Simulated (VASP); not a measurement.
Wanted: the native input for a VASP 6.6.1 run.

```
Task                   : single point
Functional             : r2SCAN
Potentials or basis    : VASP PAW PBE potentials, release 64 (Rb_sv, Br)
Cutoff                 : 520 eV
k mesh                 : 6 × 6 × 6
Occupations            : gaussian, width 0.01 eV
Spin                   : no spin polarisation
Dipole correction      : no
Further INCAR settings : ALGO = Normal; EDIFF = 1e-06; NBANDS = 15
```

The system is RbBr.

```
Rb Br
1.0
     0.08074    3.95024    3.95024
     3.95024    0.08074    3.95024
     3.95024    3.95024    0.08074
Rb Br
1 1
Direct
  0.00228 0.00228 0.00228
  0.24772 0.24772 0.24772
```

This cell differs from its parent crystal: strain along [111] +3.1%.

These files were run (other wordings do the same):

POSCAR

```
RbBr
1.0
    0.0807435012      3.9502403659      3.9502403659
    3.9502403659      0.0807435012      3.9502403659
    3.9502403659      3.9502403659      0.0807435012
Rb Br
1 1
Direct
    0.0022797637      0.0022797637      0.0022797637
    0.2477202363      0.2477202363      0.2477202363
```

INCAR.step1

```
SYSTEM = RbBr
PREC = Accurate ; ENCUT = 520
ISMEAR = 0 ; SIGMA = 0.01
LREAL = .False. ; LASPH = .True.
NELM = 100 ; NBANDS = 15
GGA = PE ; ALGO = Normal
EDIFF = 1E-4 ; LWAVE = .True.
LCHARG = .False.
```

INCAR.step2

```
SYSTEM = RbBr
PREC = Accurate ; ENCUT = 520
EDIFF = 1E-6 ; ISMEAR = 0
SIGMA = 0.01 ; LREAL = .False.
LASPH = .True. ; NELM = 100
ALGO = Normal ; ISIF = 2
LWAVE = .False. ; LCHARG = .True.
METAGGA = R2SCAN ; LMIXTAU = .True.
LELF = .True. ; LVHAR = .True.
NBANDS = 15 ; ISTART = 1
```

KPOINTS

```
Automatic mesh
0
Gamma
  6 6 6
  0 0 0
```

Potentials or basis: VASP PAW PBE potentials, release 64 (Rb_sv, Br).

The run is started by

```console
$ cat potpaw_PBE.64/Rb_sv/POTCAR potpaw_PBE.64/Br/POTCAR > POTCAR
$ cp INCAR.step1 INCAR
$ mpirun -np 1 vasp_std > vasp.out
$ cp INCAR.step2 INCAR
$ mpirun -np 1 vasp_std > vasp.out
```

Results of the run:

The pressure is -0.2 GPa, the largest force is 0.004 eV/Å and the band gap on the k mesh is 4.60 eV, indirect (least direct gap 4.67 eV).

Caveat: the cell differs from its parent crystal (strain along [111] +3.1%); the PAW data sets were made with another functional, which shifts forces and pressure a little.

It took 7.1 min on 1 thread of Intel(R) Xeon(R) Platinum 8259CL CPU @ 2.50GHz (Skylake/Cascade Lake), with other jobs on the host, peak memory 0.31 GiB.
